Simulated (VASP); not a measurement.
Input of a VASP 6.6.1 run:

The input INCAR:

```
SYSTEM = BN
PREC = Accurate ; ENCUT = 520
EDIFF = 1E-6 ; ISMEAR = 0
SIGMA = 0.05 ; LREAL = .FALSE.
LASPH = .TRUE. ; NELM = 60
ALGO = Normal ; ISIF = 2
LWAVE = .FALSE. ; LCHARG = .TRUE.
GGA = CA ; LELF = .TRUE.
LVHAR = .TRUE. ; NBANDS = 16
```

Contents of KPOINTS:

```
regular mesh
0
G
  12 12 4
  0 0 0
```

Contents of POSCAR:

```
BN
1.0
    2.2146330265      0.0000000000      0.0000000000
   -1.1073165133      2.1549757989      0.0000000000
    0.0000000000      0.0000000000      7.2097513575
B N
2 2
Direct
    0.3218745678      0.6437491357      0.2500000000
    0.6781254322      0.3562508643      0.7500000000
    0.3558855742      0.7117711484      0.7500000000
    0.6441144258      0.2882288516      0.2500000000
```

Potentials or basis: VASP PAW LDA potentials, release 64 (B, N).

Command:

```sh
$ cat potpaw_LDA.64/B/POTCAR potpaw_LDA.64/N/POTCAR > POTCAR
$ mpirun -np 1 vasp_std > vasp.out
```

(1) Predict the largest force.

(2) What does it give for the band gap on the k mesh?

(3) Predict the pressure.

Results:

(1) 0.010 eV/Å.

(2) 3.57 eV, indirect (least direct gap 3.95 eV).

(3) 50.9 GPa.

Caveat: the cell differs from its parent crystal (normal strain along x -0.1100, normal strain along z +0.1100).
